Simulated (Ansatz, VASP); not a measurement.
# MgO in VASP and in Ansatz

INCAR

```
SYSTEM = MgO
PREC = Accurate
ENCUT = 600
EDIFF = 1E-6
ISMEAR = -1
SIGMA = 0.1
LREAL = .False.
LASPH = .True.
NELM = 60
ALGO = Normal
ISIF = 3
LWAVE = .False.
LCHARG = .False.
GGA = PE
IBRION = 2
NSW = 60
EDIFFG = -0.01
```

File KPOINTS:

```
Automatic mesh
0
Gamma
  7 7 7
  0 0 0
```

The input POSCAR:

```
MgO
1.0
    0.0000000000      2.1550371600      2.1550371600
    2.1550371600      0.0000000000      2.1550371600
    2.1550371600      2.1550371600      0.0000000000
Mg O
1 1
Direct
    0.0000000000      0.0000000000      0.0000000000
    0.5000000000      0.5000000000      0.5000000000
```

Input for Ansatz:

```yaml
crystal:
  lattice:
    - [0.0, 2.15503716, 2.15503716]
    - [2.15503716, 0.0, 2.15503716]
    - [2.15503716, 2.15503716, 0.0]
  atoms:
    - { symbol: Mg, position: [0.0, 0.0, 0.0] }
    - { symbol: O, position: [0.5, 0.5, 0.5] }
  symmetry: { tolerance: 0.0003 }
kpoints:
  mp_grid: { grid: [7, 7, 7], shift: [0, 0, 0] }
magnetization:
  spin_polarized: false
scf:
  occupations: { method: fermi_dirac }
hamiltonian:
  pseudopotentials: { kind: paw }
  xc: pbe
basis:
  ecutwfc: 420
output:
  forces: true
  stress: true
  eigenvalues: true
relax:
  max_steps: 40
  cell: {}
```

Alike in both runs: task relaxation of cell and atoms; functional PBE; k mesh 7 × 7 × 7; no spin polarisation.

```csv
,VASP,Ansatz
version,VASP 6.6.1,Ansatz 0.2.0
potentials or method,"VASP PAW PBE potentials, release 64 (Mg, O), cutoff 600 eV",PAW plane waves
occupations,"fermi-dirac, width 0.1 eV",fermi-dirac
valence electrons in the cell,8,16
```

```tsv
	VASP	Ansatz	Ansatz less VASP
gap on the k mesh at the Fermi level, each at its own relaxed structure (eV)	4.51	4.46	-0.049
relaxed volume (Å³/atom)	9.56	9.62	+0.066
relaxed cell length with the largest relative difference (Å)	3.001	3.008	+0.0068
```

VASP's potentials hold 8 valence electrons a cell and Ansatz's 16, so a difference there can come from the potentials and not from the codes.
